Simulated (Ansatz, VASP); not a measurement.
One calculation of NiO, two programs

INCAR

```
SYSTEM = NiO
  ALGO = Normal
  EDIFF = 1E-6
  ENCUT = 520
  GGA = PE
  ISIF = 2
  ISMEAR = -1
  ISPIN = 2
  LASPH = .TRUE.
  LCHARG = .TRUE.
  LELF = .TRUE.
  LMAXMIX = 4
  LORBIT = 11
  LREAL = .FALSE.
  LVHAR = .TRUE.
  LWAVE = .FALSE.
  MAGMOM = 1 0
  NBANDS = 19
  NELM = 150
  NUPDOWN = 1.0
  PREC = Accurate
  SIGMA = 0.05
```

The input KPOINTS:

```
k-points
0
G
  9 9 9
  0 0 0
```

File POSCAR:

```
NiO
1.0
    0.0000000000      2.0913095100      2.0913095100
    2.0913095100      0.0000000000      2.0913095100
    2.0913095100      2.0913095100      0.0000000000
Ni O
1 1
Direct
    0.0000000000      0.0000000000      0.0000000000
    0.5000000000      0.5000000000      0.5000000000
```

Contents of input.yaml:

```yaml
crystal:
  lattice:
    - [0.0, 2.09130951, 2.09130951]
    - [2.09130951, 0.0, 2.09130951]
    - [2.09130951, 2.09130951, 0.0]
  atoms:
    - { symbol: Ni, position: [0.0, 0.0, 0.0], spin: 1.0 }
    - { symbol: O, position: [0.5, 0.5, 0.5] }
hamiltonian:
  xc: pbe
  pseudopotentials: { kind: paw }
magnetization:
  spin_polarized: true
  initial_magnetization: 1.0
  spin_locking: { lock_magnetization: hard }
kpoints:
  mp_grid: { grid: [9, 9, 9] }
scf:
  occupations: { method: fermi_dirac, width: 0.05 }
  lower_state_search: "off"
output:
  forces: true
  stress: true
  eigenvalues: true
```

Alike in both runs: task single point; functional PBE; k mesh 9 × 9 × 9; occupations fermi-dirac, width 0.05 eV; collinear spin; fixed moment 1 μB.

|  | VASP | Ansatz |
| --- | --- | --- |
| version | VASP 6.6.1 | Ansatz 0.2.0 |
| potentials or method | VASP PAW PBE potentials, release 64 (Ni, O) | Ansatz PAW |
| plane-wave cutoff (eV) | 520 | 420 |
| valence electrons in the cell | 16 | 24 |

VASP gave:

| Item | Value |
| --- | --- |
| pressure (GPa) | -1.1 |
| net moment per atom (μB) | 0.50 |
| size of the moment on the site where the two differ most (μB) | 0.86 |

Problem. What did Ansatz give for the same quantities?

Solution. Pressure (GPa): -1.1; net moment per atom (μB): 0.50; size of the moment on the site where the two differ most (μB): 0.85.

Site moments also hang on the region over which each program counts them. With one functional, cell and mesh, what is left measures potentials, basis and numerics. VASP's potentials hold 16 valence electrons a cell and Ansatz's 24, so a difference there can come from the potentials and not from the codes.
